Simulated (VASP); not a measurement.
Wanted: the native input for a VASP 6.6.1 run.

```yaml
Task: single point
Functional: PBE
Potentials_or_basis: VASP PAW PBE potentials, release 64 (P)
Cutoff: 520 eV
k_mesh: 20 × 20 × 20
Occupations: fermi-dirac, width 0.08 eV
Spin: no spin polarisation
Dipole_correction: no
Further_INCAR_settings: ALGO = Normal; EDIFF = 1e-06; NBANDS = 8
```

The structure of P lies in POSCAR:

```
P
1.0
   -1.3035397775      1.3035397775      1.3035397775
    1.3035397775     -1.3035397775      1.3035397775
    1.3035397775      1.3035397775     -1.3035397775
P
1
Direct
    0.0000000000      0.0000000000      0.0000000000
```

The input as run:

INCAR

```
PREC = Accurate ; ENCUT = 520
EDIFF = 1E-6 ; ISMEAR = -1
SIGMA = 0.08 ; LREAL = F
LASPH = T ; NELM = 80
ALGO = Normal ; ISIF = 2
LWAVE = F ; LCHARG = F
GGA = PE ; NBANDS = 8
```

KPOINTS

```
Automatic mesh
0
Gamma
  20 20 20
```

Potentials or basis: VASP PAW PBE potentials, release 64 (P).

Run with:

```sh
$ cat potpaw_PBE.64/P/POTCAR > POTCAR
$ mpirun -np 1 vasp_std > vasp.out
```

It gave:

- Pressure: 118.4 GPa

It took 9.8 s on 1 thread of AMD EPYC 9R14 (Zen 4), with other jobs on the host, peak memory 0.09 GiB.
